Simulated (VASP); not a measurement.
# Sn (Im-3m) in VASP: a series of runs, part 2 of 2

VASP 6.6.1. The steps go on from the part before.

## (3) Single point, r2SCAN

This run uses another cell than the first one, of 27.20 Å³/atom, 1.027 times its volume.

The input, POSCAR:

```
Sn
1.0
   -1.8946520000      1.8946520000      1.8946520000
    1.8946520000     -1.8946520000      1.8946520000
    1.8946520000      1.8946520000     -1.8946520000
Sn
1
Direct
    0.0000000000      0.0000000000      0.0000000000
```

The input, INCAR.step1:

```
SYSTEM = Sn
PREC     = Accurate       ! precision mode
ENCUT    = 520            ! plane-wave cutoff, eV
ISMEAR   = -1             ! smearing method
SIGMA    = 0.1            ! smearing width, eV
LREAL    = .FALSE.        ! projectors in reciprocal space
LASPH    = .TRUE.         ! aspherical terms in the spheres
NELM     = 60             ! most SCF steps
NBANDS   = 13             ! bands
GGA      = PE             ! functional
ALGO     = Normal         ! electronic algorithm
EDIFF    = 1E-4           ! SCF threshold, eV
LWAVE    = .TRUE.         ! write WAVECAR
LCHARG   = .FALSE.        ! write CHGCAR
```

The input, INCAR.step2:

```
SYSTEM = Sn
PREC     = Accurate       ! precision mode
ENCUT    = 520            ! plane-wave cutoff, eV
EDIFF    = 1E-6           ! SCF threshold, eV
ISMEAR   = -1             ! smearing method
SIGMA    = 0.1            ! smearing width, eV
LREAL    = .FALSE.        ! projectors in reciprocal space
LASPH    = .TRUE.         ! aspherical terms in the spheres
NELM     = 60             ! most SCF steps
ALGO     = Normal         ! electronic algorithm
ISIF     = 2              ! what is computed and relaxed
LWAVE    = .FALSE.        ! write WAVECAR
LCHARG   = .TRUE.         ! write CHGCAR
METAGGA  = R2SCAN         ! meta-GGA
LMIXTAU  = .TRUE.       
LELF     = .TRUE.         ! ELF
LVHAR    = .TRUE.       
NBANDS   = 13             ! bands
ISTART   = 1
```

The input, KPOINTS:

```
Automatic mesh
0
G
  12 12 12
  0 0 0
```

Potentials or basis: VASP PAW PBE potentials, release 64 (Sn_d).

The run is started by

```console
$ cat potpaw_PBE.64/Sn_d/POTCAR > POTCAR
$ cp INCAR.step1 INCAR
$ mpirun -np 1 vasp_std > vasp.out
$ cp INCAR.step2 INCAR
$ mpirun -np 1 vasp_std > vasp.out
```

OUTCAR:

```text
SYSTEM = Sn
   PREC = Accurate
   ENCUT = 520
   EDIFF = 1E-6
   ISMEAR = -1
   LREAL = .FALSE.
   LASPH = .TRUE.
   NELM = 60
   ISIF = 2
   METAGGA = R2SCAN
   ISTART = 1

 ion  position               nearest neighbor table
   1  0.000  0.000  0.000-

  LATTYP: Found a body centered cubic cell.
 ALAT       =     3.7893040000

  Lattice vectors:

 A1 = (  -1.8946520000,   1.8946520000,   1.8946520000)
 A2 = (   1.8946520000,  -1.8946520000,   1.8946520000)
 A3 = (   1.8946520000,   1.8946520000,  -1.8946520000)

Analysis of symmetry for initial positions (statically):
=====================================================================
 Subroutine PRICEL returns:
 Original cell was already a primitive cell.

 Routine SETGRP: Setting up the symmetry group for a
 body centered cubic supercell.

 Subroutine GETGRP returns: Found 48 space group operations
 (whereof 48 operations were pure point group operations)
 out of a pool of 48 trial point group operations.

The static configuration has the point symmetry O_h .

Analysis of symmetry for dynamics (positions and initial velocities):
=====================================================================
 Subroutine PRICEL returns:
 Original cell was already a primitive cell.

 Routine SETGRP: Setting up the symmetry group for a
 body centered cubic supercell.

 Subroutine GETGRP returns: Found 48 space group operations
 (whereof 48 operations were pure point group operations)
 out of a pool of 48 trial point group operations.

The dynamic configuration has the point symmetry O_h .

 Subroutine INISYM returns: Found 48 space group operations
 (whereof 48 operations are pure point group operations),
 and found     1 'primitive' translations

----------------------------------------------------------------------------------------

                                     Primitive cell

  volume of cell :      27.2050

  direct lattice vectors                    reciprocal lattice vectors
    -1.894652000  1.894652000  1.894652000     0.000000000  0.263900706  0.263900706
     1.894652000 -1.894652000  1.894652000     0.263900706  0.000000000  0.263900706
     1.894652000  1.894652000 -1.894652000     0.263900706  0.263900706  0.000000000

  length of vectors
     3.281633527  3.281633527  3.281633527     0.373211957  0.373211957  0.373211957

  position of ions in fractional coordinates (direct lattice)
     0.000000000  0.000000000  0.000000000

  ion indices of the primitive-cell ions
   primitive index   ion index
                 1           1

----------------------------------------------------------------------------------------

 KPOINTS: Automatic mesh

Automatic generation of k-mesh.
 Grid dimensions read from file:
 generate k-points for:   12   12   12

 Generating k-lattice:

  Cartesian coordinates                     Fractional coordinates (reciprocal lattice)
     0.000000000  0.021991725  0.021991725     0.083333333  0.000000000  0.000000000
     0.021991725  0.000000000  0.021991725     0.000000000  0.083333333  0.000000000
     0.021991725  0.021991725  0.000000000     0.000000000  0.000000000  0.083333333

  Length of vectors
     0.031100996  0.031100996  0.031100996

  Shift w.r.t. Gamma in fractional coordinates (k-lattice)
     0.000000000  0.000000000  0.000000000

 Subroutine IBZKPT returns following result:
 ===========================================

 Found     72 irreducible k-points:

 Following reciprocal coordinates:
            Coordinates               Weight
  0.000000  0.000000  0.000000      1.000000
  0.083333  0.000000  0.000000     12.000000
  0.166667  0.000000  0.000000     12.000000
  0.250000  0.000000  0.000000     12.000000
  0.333333  0.000000  0.000000     12.000000
  0.416667  0.000000  0.000000     12.000000
[... 16 lines left out ...]
  0.333333  0.083333  0.083333     24.000000
  0.416667  0.083333  0.083333     12.000000
 [... further k-points ...]
   k-points           NKPTS =     72   k-points in BZ     NKDIM =     72   number of bands    NBANDS=     13
   number of dos      NEDOS =    301   number of ions     NIONS =      1
   total plane-waves  NPLWV =  13824
   dimension x,y,z NGX =    24 NGY =   24 NGZ =   24
   dimension x,y,z NGXF=    48 NGYF=   48 NGZF=   48
   ions per type =               1
   NGX,Y,Z   is equivalent  to a cutoff of  12.16, 12.16, 12.16 a.u.
   NGXF,Y,Z  is equivalent  to a cutoff of  24.32, 24.32, 24.32 a.u.
 SYSTEM =  Sn
   PREC   = accura    normal or accurate (medium, high low for compatibility)
   ISTART =      1    job   : 0-new  1-cont  2-samecut
   ICHARG =      0    charge: 1-file 2-atom 10-const
   ISPIN  =      1    spin polarized calculation?
   LNONCOLLINEAR =      F non collinear calculations
   LSORBIT =      F    spin-orbit coupling
   LASPH  =      T    aspherical Exc in radial PAW
   ENCUT  =  520.0 eV  38.22 Ry    6.18 a.u.   6.10  6.10  6.10*2*pi/ulx,y,z
   NELM   =     60;   NELMIN=  2; NELMDL=  0     # of ELM steps
   EDIFF  = 0.1E-05   stopping-criterion for ELM
   LREAL  =      F    real-space projection
   EDIFFG = 0.1E-04   stopping-criterion for IOM
   NSW    =      0    number of steps for IOM
   IBRION =     -1    ionic relax: 0-MD 1-quasi-New 2-CG
   NFREE  =      0    steps in history (QN), initial steepest desc. (CG)
   ISIF   =      2    stress and relaxation
   ISYM   =      2    0-nonsym 1-usesym 2-fastsym
   POTIM  = 0.5000    time-step for ionic-motion
   TEBEG  =    0.0;   TEEND  =   0.0 temperature during run
   PSTRESS=    0.0 pullay stress
   NELECT =      14.0000    total number of electrons
   NUPDOWN=      -1.0000    fix difference up-down
   EMIN   =  10.00;   EMAX   =-10.00  energy-range for DOS
   EFERMI =   0.00;   METHOD = LEGACY
   ISMEAR =    -1;   SIGMA  =   0.10  broadening in eV -4-tet -1-fermi 0-gaus
   EFERMI_NEDOS =   21; number of points for ismear=-14 and -15
   IALGO  =     38    algorithm
   IMIX   =      4    mixing-type and parameters
     AMIX     =   0.40;   BMIX     =  1.00
     AMIX_MAG =   1.60;   BMIX_MAG =  1.00
  volume/ion in A,a.u.               =      27.20       183.59
  Fermi-wavevector in a.u.,A,eV,Ry     =   1.311902  2.479135 23.416808  1.721087
  Thomas-Fermi vector in A             =   2.442331
   LORBIT       =      0    0 simple, 1 ext, 2 COOP (PROOUT), +10 PAW based schemes
   METAGGA = R2SCAN    functional components
   LHFCALC =     F    Hartree Fock is set to
   AEXX    =    0.0000 exact exchange contribution
   IVDW    =     0    specifies the selected vdW correction
   LEPSILON=     F    determine dielectric tensor
   LRPA    =     F    only Hartree local field effects (RPA)
 non-spin polarized calculation
  energy-cutoff  :      520.00
  volume of cell :       27.20
 maximum number of plane-waves:       746
   NGX = 13   NGY = 13   NGZ = 13

 number of electron      13.9999996 magnetization

 Free energy of the ion-electron system (eV)
  ---------------------------------------------------
  ext. energy  EPLUGINS =         0.00000000
  ---------------------------------------------------
  free energy    TOTEN  =       -24.51174574 eV

  energy without entropy =      -24.49458559  energy(sigma->0) =      -24.50316567

 E-fermi :   8.0650     XC(G=0): -11.2577

 val. band max:        8.0114702269   @ k =  -0.4167   0.4167   0.4167
 cond. band min:       8.0846767702   @ k =   0.1667   0.1667   0.0833
 fundamental gap:      0.0732065433
 Fermi energy:         8.0650142771

 k-point     1 :       0.0000    0.0000    0.0000
  band No.  band energies     occupation
      1     -14.2499      2.00000
      2     -14.2498      2.00000
      3     -14.2498      2.00000
      4     -14.0976      2.00000
      5     -14.0976      2.00000
      6      -3.6236      2.00000
      7      16.4454      0.00000
      8      16.4454      0.00000
      9      16.4455      0.00000
     10      20.9316      0.00000
     11      20.9316      0.00000
     12      20.9316      0.00000
     13      21.2357      0.00000

 k-point     2 :       0.0833    0.0000    0.0000
  band No.  band energies     occupation
      1     -14.2532      2.00000
      2     -14.2450      2.00000
      3     -14.2342      2.00000
      4     -14.1014      2.00000
      5     -14.0982      2.00000
      6      -3.4635      2.00000
      7      15.1102      0.00000
      8      15.8063      0.00000
      9      16.2457      0.00000
     10      19.4864      0.00000
     11      19.6917      0.00000
[... 339 lines left out ...]
 k-point    24 :       0.4167    0.0833    0.0833
  band No.  band energies     occupation
      1     -14.2857      2.00000
      2     -14.2184      2.00000
      3     -14.1066      2.00000
      4     -14.1052      2.00000
      5     -14.0341      2.00000
      6       1.6140      2.00000
      7       3.7000      2.00000
      8       9.9603      0.00000
      9      11.5788      0.00000
     10      19.0232      0.00000
     11      19.4049      0.00000
     12      24.3987      0.00000
     13      25.3155      0.00000

 [... further k-points ...]
[... 5 lines left out ...]
  --------------------------------------------------------------------------------------
  -------------------------------------------------------------------------------------
  Total       -0.1060808     -0.1060808     -0.1060808      0.0000000      0.0000000      0.0000000
  in kB       -6.2473940     -6.2473940     -6.2473940      0.0000000      0.0000000      0.0000000
  external PRESSURE =      -6.2473940 kB  Pullay stress =       0.0000000 kB

 VOLUME and BASIS-vectors are now :
 -----------------------------------------------------------------------------
  energy-cutoff  :      520.00
  volume of cell :       27.20
      direct lattice vectors                 reciprocal lattice vectors
    -1.894652000  1.894652000  1.894652000     0.000000000  0.263900706  0.263900706
     1.894652000 -1.894652000  1.894652000     0.263900706  0.000000000  0.263900706
     1.894652000  1.894652000 -1.894652000     0.263900706  0.263900706  0.000000000

 POSITION                                       TOTAL-FORCE (eV/Angst)
 -----------------------------------------------------------------------------------
      0.00000      0.00000      0.00000        -0.000000      0.000000     -0.000000
 -----------------------------------------------------------------------------------
    total drift:                                0.000000      0.000000     -0.000000

  FREE ENERGIE OF THE ION-ELECTRON SYSTEM (eV)
  ---------------------------------------------------
  free  energy   TOTEN  =       -24.5117457446 eV

  energy  without entropy=      -24.4945855927  energy(sigma->0) =      -24.50316567
```

Run time: 81 s. Hardware: 1 thread of Intel Xeon Platinum 8259CL at 2.50GHz (Skylake/Cascade Lake), shared host; peak memory 0.15 GiB.

Results:

```yaml
Free_energy: -24.5117 eV
Pressure: -0.6 GPa
Band_gap_on_the_k_mesh: zero (band 7 reaches 16.45 eV, above the bottom of band 8 at 5.41 eV)
```

Caveat: the PAW data sets were made with another functional, which shifts forces and pressure a little; spin-orbit coupling is left out, which moves the levels of the heavy elements.
